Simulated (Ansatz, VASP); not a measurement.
## One calculation of W3N4, two programs

```xyz
7
Lattice="4.1790 0.0000 0.0000 0.0000 4.1790 0.0000 0.0000 0.0000 4.1790" Properties=species:S:1:pos:R:3 pbc="T T T"
W     2.0895    2.0895    0.0000
W     0.0000    2.0895    2.0895
W     2.0895    0.0000    2.0895
N     2.0895    2.0895    2.0895
N     2.0895    0.0000    0.0000
N     0.0000    2.0895    0.0000
N     0.0000    0.0000    2.0895
```

Alike in both runs: functional PBEsol; k mesh 10 × 10 × 10; occupations gaussian, width 0.1 eV; no spin polarisation.

Ansatz relaxed the structure, and its values are those at the end. VASP's run is a single point on that final structure, the one shown.

```csv
,VASP,Ansatz
version,VASP 6.6.1,Ansatz 0.2.0
potentials or method,"VASP PAW PBE potentials, release 64 (W_sv, N), cutoff 520 eV","scalar-relativistic, plane waves, PAW"
valence electrons in the cell,62,62
```

|  | VASP | Ansatz | Ansatz less VASP |
| --- | --- | --- | --- |
| gap on the k mesh at the Fermi level (eV) | none | none | - |
| pressure (GPa) | 1.6 | 0.0 | -1.57 |

VASP's potentials were made for PBE, not for PBEsol. A gap of «none» marks a metal or a gap that the smearing closes.

Spin-orbit coupling is off throughout.
